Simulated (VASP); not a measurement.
# AlN (P6_3mc) in VASP: a series of runs

AlN is run at these levels: r2SCAN, PBE; tasks: single point.

Program: VASP 6.6.1. These are calculated values, not measurements. Logs are shortened: lines on timing, memory, paths and dates and some standing lists are left out, and cuts for length are marked.

**Experimental background.**

From “Self-assembly of well-separated AlN nanowires directly on sputtered metallic TiN films”, 2019, arxiv:1910.07391, for a bulk crystal of AlN at 10 K: band gap 6.034 eV (an exciton energy, a little under the gap).

How close the calculation comes is told below.

## 1. The cell of the first run

Symmetry: P6_3mc, No. 186, hexagonal system. The conventional cell has a = 3.168 Å, b = 3.168 Å, c = 5.076 Å, α = 90.00°, β = 90.00°, γ = 120.00°. Within 2.6 Å of Al (site symmetry 3m) lie 4 N at 1.93 to 1.94 Å. N (site symmetry 3m) has 4 Al at 1.93 to 1.94 Å within 2.6 Å.

## 2. Single point, r2SCAN (volume changed by +6%)

POSCAR reads:

```
AlN
1.0
    3.1676255512      0.0000000000      0.0000000000
   -1.5838127756      2.7432441970      0.0000000000
    0.0000000000      0.0000000000      5.0762327225
Al N
2 2
Direct
    0.3333333333      0.6666666667     -0.0007956041
    0.6666666667      0.3333333333      0.4992043959
    0.3333333333      0.6666666667      0.3807956041
    0.6666666667      0.3333333333      0.8807956041
```

INCAR.step1 reads:

```
SYSTEM = AlN
ALGO = Normal
EDIFF = 1E-4
ENCUT = 520
GGA = PE
ISMEAR = 0
LASPH = .TRUE.
LCHARG = .FALSE.
LREAL = .FALSE.
LWAVE = .TRUE.
NBANDS = 16
NELM = 60
PREC = Accurate
SIGMA = 0.01
```

INCAR.step2 reads:

```
SYSTEM = AlN
ALGO = Normal
EDIFF = 1E-6
ENCUT = 520
ISIF = 2
ISMEAR = 0
ISTART = 1
LASPH = .TRUE.
LCHARG = .FALSE.
LMIXTAU = .TRUE.
LREAL = .FALSE.
LWAVE = .FALSE.
METAGGA = R2SCAN
NBANDS = 16
NELM = 60
PREC = Accurate
SIGMA = 0.01
```

KPOINTS reads:

```
k-points
0
G
  9 9 4
  0 0 0
```

Potentials or basis: VASP PAW PBE potentials, release 64 (Al, N).

Launch:

```sh
$ cat potpaw_PBE.64/Al/POTCAR potpaw_PBE.64/N/POTCAR > POTCAR
$ cp INCAR.step1 INCAR
$ mpirun -np 1 vasp_std > vasp.out
$ cp INCAR.step2 INCAR
$ mpirun -np 1 vasp_std > vasp.out
```

OUTCAR:

```text
SYSTEM = AlN
   EDIFF = 1E-6
   ENCUT = 520
   ISIF = 2
   ISMEAR = 0
   ISTART = 1
   LASPH = .TRUE.
   LREAL = .FALSE.
   METAGGA = R2SCAN
   NELM = 60
   PREC = Accurate

 ion  position               nearest neighbor table
   1  0.333  0.667  0.999-   4 1.93   4 1.93   4 1.93   3 1.94   2 3.13   2 3.13   2 3.13   2 3.13
                             2 3.13   2 3.13
   2  0.667  0.333  0.499-   3 1.93   3 1.93   3 1.93   4 1.94   1 3.13   1 3.13   1 3.13   1 3.13
                             1 3.13   1 3.13
   3  0.333  0.667  0.381-   2 1.93   2 1.93   2 1.93   1 1.94
   4  0.667  0.333  0.881-   1 1.93   1 1.93   1 1.93   2 1.94

  LATTYP: Found a hexagonal cell.
 ALAT       =     3.1676255512
 C/A-ratio  =     1.6025356029

  Lattice vectors:

 A1 = (   3.1676255512,   0.0000000000,   0.0000000000)
 A2 = (  -1.5838127756,   2.7432441970,   0.0000000000)
 A3 = (   0.0000000000,   0.0000000000,   5.0762327225)

Analysis of symmetry for initial positions (statically):
=====================================================================
 Subroutine PRICEL returns:
 Original cell was already a primitive cell.

 Routine SETGRP: Setting up the symmetry group for a
 hexagonal supercell.

 Subroutine GETGRP returns: Found 12 space group operations
 (whereof  6 operations were pure point group operations)
 out of a pool of 24 trial point group operations.

The static configuration has the point symmetry C_3v.
 The point group associated with its full space group is C_6v.

Analysis of symmetry for dynamics (positions and initial velocities):
=====================================================================
 Subroutine PRICEL returns:
 Original cell was already a primitive cell.

 Routine SETGRP: Setting up the symmetry group for a
 hexagonal supercell.

 Subroutine GETGRP returns: Found 12 space group operations
 (whereof  6 operations were pure point group operations)
 out of a pool of 24 trial point group operations.

The dynamic configuration has the point symmetry C_3v.
 The point group associated with its full space group is C_6v.

 Subroutine INISYM returns: Found 12 space group operations
 (whereof  6 operations are pure point group operations),
 and found     1 'primitive' translations

----------------------------------------------------------------------------------------

                                     Primitive cell

  volume of cell :      44.1103

  direct lattice vectors                    reciprocal lattice vectors
     3.167625551  0.000000000  0.000000000     0.315693880  0.182265946  0.000000000
    -1.583812776  2.743244197  0.000000000     0.000000000  0.364531893  0.000000000
     0.000000000  0.000000000  5.076232723     0.000000000  0.000000000  0.196996484

  length of vectors
     3.167625551  3.167625551  5.076232723     0.364531893  0.364531893  0.196996484

  position of ions in fractional coordinates (direct lattice)
     0.333333333  0.666666667  0.999204396
     0.666666667  0.333333333  0.499204396
     0.333333333  0.666666667  0.380795604
     0.666666667  0.333333333  0.880795604

  ion indices of the primitive-cell ions
   primitive index   ion index
                 1           1
                 2           2
                 3           3
                 4           4

----------------------------------------------------------------------------------------

 KPOINTS: k-points

Automatic generation of k-mesh.
 Grid dimensions read from file:
 generate k-points for:    9    9    4

 Generating k-lattice:

  Cartesian coordinates                     Fractional coordinates (reciprocal lattice)
     0.035077098  0.020251772  0.000000000     0.111111111 -0.000000000  0.000000000
     0.000000000  0.040503544  0.000000000     0.000000000  0.111111111  0.000000000
     0.000000000  0.000000000  0.049249121     0.000000000  0.000000000  0.250000000

  Length of vectors
     0.040503544  0.040503544  0.049249121

  Shift w.r.t. Gamma in fractional coordinates (k-lattice)
     0.000000000  0.000000000  0.000000000

 Subroutine IBZKPT returns following result:
 ===========================================

 Found     36 irreducible k-points:

 Following reciprocal coordinates:
            Coordinates               Weight
  0.000000  0.000000  0.000000      1.000000
  0.111111  0.000000  0.000000      6.000000
  0.222222 -0.000000  0.000000      6.000000
  0.333333  0.000000  0.000000      6.000000
  0.444444 -0.000000  0.000000      6.000000
  0.111111  0.111111  0.000000      6.000000
[... 16 lines left out ...]
  0.333333  0.222222  0.250000     24.000000
  0.333333  0.333333  0.250000      4.000000
 [... further k-points ...]
   k-points           NKPTS =     36   k-points in BZ     NKDIM =     36   number of bands    NBANDS=     16
   number of dos      NEDOS =    301   number of ions     NIONS =      4
   total plane-waves  NPLWV =  23040
   dimension x,y,z NGX =    24 NGY =   24 NGZ =   40
   dimension x,y,z NGXF=    48 NGYF=   48 NGZF=   80
   ions per type =               2   2
   NGX,Y,Z   is equivalent  to a cutoff of  12.60, 12.60, 13.10 a.u.
   NGXF,Y,Z  is equivalent  to a cutoff of  25.19, 25.19, 26.20 a.u.
 SYSTEM =  AlN
   PREC   = accura    normal or accurate (medium, high low for compatibility)
   ISTART =      1    job   : 0-new  1-cont  2-samecut
   ICHARG =      0    charge: 1-file 2-atom 10-const
   ISPIN  =      1    spin polarized calculation?
   LNONCOLLINEAR =      F non collinear calculations
   LSORBIT =      F    spin-orbit coupling
   LASPH  =      T    aspherical Exc in radial PAW
   ENCUT  =  520.0 eV  38.22 Ry    6.18 a.u.   5.89  5.89  9.44*2*pi/ulx,y,z
   NELM   =     60;   NELMIN=  2; NELMDL=  0     # of ELM steps
   EDIFF  = 0.1E-05   stopping-criterion for ELM
   LREAL  =      F    real-space projection
   EDIFFG = 0.1E-04   stopping-criterion for IOM
   NSW    =      0    number of steps for IOM
   IBRION =     -1    ionic relax: 0-MD 1-quasi-New 2-CG
   NFREE  =      0    steps in history (QN), initial steepest desc. (CG)
   ISIF   =      2    stress and relaxation
   ISYM   =      2    0-nonsym 1-usesym 2-fastsym
   POTIM  = 0.5000    time-step for ionic-motion
   TEBEG  =    0.0;   TEEND  =   0.0 temperature during run
   PSTRESS=    0.0 pullay stress
   NELECT =      16.0000    total number of electrons
   NUPDOWN=      -1.0000    fix difference up-down
   EMIN   =  10.00;   EMAX   =-10.00  energy-range for DOS
   EFERMI =   0.00;   METHOD = LEGACY
   ISMEAR =     0;   SIGMA  =   0.01  broadening in eV -4-tet -1-fermi 0-gaus
   EFERMI_NEDOS =   21; number of points for ismear=-14 and -15
   IALGO  =     38    algorithm
   IMIX   =      4    mixing-type and parameters
     AMIX     =   0.40;   BMIX     =  1.00
     AMIX_MAG =   1.60;   BMIX_MAG =  1.00
  volume/ion in A,a.u.               =      11.03        74.42
  Fermi-wavevector in a.u.,A,eV,Ry     =   1.167530  2.206313 18.546473  1.363127
  Thomas-Fermi vector in A             =   2.304029
   LORBIT       =      0    0 simple, 1 ext, 2 COOP (PROOUT), +10 PAW based schemes
   METAGGA = R2SCAN    functional components
   LHFCALC =     F    Hartree Fock is set to
   AEXX    =    0.0000 exact exchange contribution
   IVDW    =     0    specifies the selected vdW correction
   LEPSILON=     F    determine dielectric tensor
   LRPA    =     F    only Hartree local field effects (RPA)
 non-spin polarized calculation
 Gauss-broadening in eV      SIGMA  =   0.01
  energy-cutoff  :      520.00
  volume of cell :       44.11
 maximum number of plane-waves:      1200
 NGX is ok and might be reduce to    24
   NGX = 11   NGY = 11   NGZ = 19

 number of electron      16.0000001 magnetization

 Free energy of the ion-electron system (eV)
  ---------------------------------------------------
  ext. energy  EPLUGINS =         0.00000000
  ---------------------------------------------------
  free energy    TOTEN  =       -38.36283268 eV

  energy without entropy =      -38.36283268  energy(sigma->0) =      -38.36283268

 E-fermi :   5.4786     XC(G=0): -11.1547

 val. band max:        5.3757759740   @ k =   0.0000   0.0000   0.0000
 cond. band min:       9.7638553681   @ k =   0.0000   0.0000   0.0000
 fundamental gap:      4.3880793941
 Fermi energy:         5.4786375182

 k-point     1 :       0.0000    0.0000    0.0000
  band No.  band energies     occupation
      1     -10.2595      2.00000
      2      -8.3121      2.00000
      3      -0.4326      2.00000
      4       4.5193      2.00000
      5       4.5193      2.00000
      6       5.1661      2.00000
[... 8 lines left out ...]
     15      18.9271      0.00000
     16      18.9271      0.00000

 k-point     2 :       0.1111    0.0000    0.0000
  band No.  band energies     occupation
      1     -10.1125      2.00000
      2      -8.2318      2.00000
      3      -0.2505      2.00000
      4       3.8412      2.00000
      5       4.3286      2.00000
      6       4.4943      2.00000
[... 8 lines left out ...]
     15      18.8331      0.00000
     16      18.9641      0.00000

 k-point     3 :       0.2222   -0.0000    0.0000
  band No.  band energies     occupation
      1      -9.6985      2.00000
      2      -8.0322      2.00000
      3       0.2768      2.00000
      4       2.3865      2.00000
      5       3.2534      2.00000
      6       3.9324      2.00000
[... 8 lines left out ...]
     15      17.9627      0.00000
     16      18.8127      0.00000

 k-point     4 :       0.3333    0.0000    0.0000
  band No.  band energies     occupation
      1      -9.1115      2.00000
      2      -7.8412      2.00000
      3       0.9737      2.00000
      4       1.1070      2.00000
      5       2.1026      2.00000
      6       3.5611      2.00000
[... 8 lines left out ...]
     15      17.9014      0.00000
     16      20.2799      0.00000
[... 324 lines left out ...]
 k-point    22 :       0.2222    0.2222    0.2500
  band No.  band energies     occupation
      1      -8.6653      2.00000
      2      -7.9383      2.00000
      3       0.7303      2.00000
      4       1.0433      2.00000
      5       2.6925      2.00000
      6       2.8383      2.00000
[... 8 lines left out ...]
     15      18.0853      0.00000
     16      20.4538      0.00000

 k-point    23 :       0.3333    0.2222    0.2500
  band No.  band energies     occupation
      1      -8.2370      2.00000
      2      -7.8775      2.00000
      3       0.4511      2.00000
      4       0.9289      2.00000
      5       1.9159      2.00000
      6       3.0271      2.00000
[... 8 lines left out ...]
     15      18.7521      0.00000
     16      20.7122      0.00000

 k-point    24 :       0.3333    0.3333    0.2500
  band No.  band energies     occupation
      1      -7.9713      2.00000
      2      -7.9713      2.00000
      3       0.9865      2.00000
      4       1.0403      2.00000
      5       1.0403      2.00000
      6       2.5307      2.00000
[... 8 lines left out ...]
     15      19.0521      0.00000
     16      21.1879      0.00000

 [... further k-points ...]
[... 5 lines left out ...]
  --------------------------------------------------------------------------------------
  -------------------------------------------------------------------------------------
  Total       -3.2074057     -3.2074057     -2.9918270      0.0000000     -0.0000000      0.0000000
  in kB     -116.4996561   -116.4996561   -108.6693916      0.0000000     -0.0000000      0.0000000
  external PRESSURE =    -113.8895679 kB  Pullay stress =       0.0000000 kB

 VOLUME and BASIS-vectors are now :
 -----------------------------------------------------------------------------
  energy-cutoff  :      520.00
  volume of cell :       44.11
      direct lattice vectors                 reciprocal lattice vectors
     3.167625551  0.000000000  0.000000000     0.315693880  0.182265946  0.000000000
    -1.583812776  2.743244197  0.000000000     0.000000000  0.364531893  0.000000000
     0.000000000  0.000000000  5.076232723     0.000000000  0.000000000  0.196996484

 POSITION                                       TOTAL-FORCE (eV/Angst)
 -----------------------------------------------------------------------------------
     -0.00000      1.82883      5.07219         0.000000     -0.000000      0.019534
      1.58381      0.91441      2.53408        -0.000000      0.000000      0.019534
     -0.00000      1.82883      1.93301        -0.000000     -0.000000     -0.019534
      1.58381      0.91441      4.47112         0.000000      0.000000     -0.019534
 -----------------------------------------------------------------------------------
    total drift:                               -0.000000      0.000000     -0.024507

  FREE ENERGIE OF THE ION-ELECTRON SYSTEM (eV)
  ---------------------------------------------------
  free  energy   TOTEN  =       -38.3628326765 eV

  energy  without entropy=      -38.3628326765  energy(sigma->0) =      -38.36283268
```

Run time: 97 s. Hardware: 1 thread of Intel Xeon Platinum 8259CL at 2.50GHz (Skylake/Cascade Lake), shared host; peak memory 0.16 GiB.

What came out:

* Free energy: -38.3628 eV
* Pressure: -11.4 GPa
* Largest force: 0.020 eV/Å
* Band gap on the k mesh: 4.39 eV, direct

Forces in eV/Å, atoms in the order of the input:
```
Al   0.000  0.000  0.020
Al   0.000  0.000  0.020
N    0.000  0.000 -0.020
N    0.000  0.000 -0.020
```

Caveat: the PAW data sets were made with another functional, which shifts forces and pressure a little.

(Continued in part 2 of 2.)
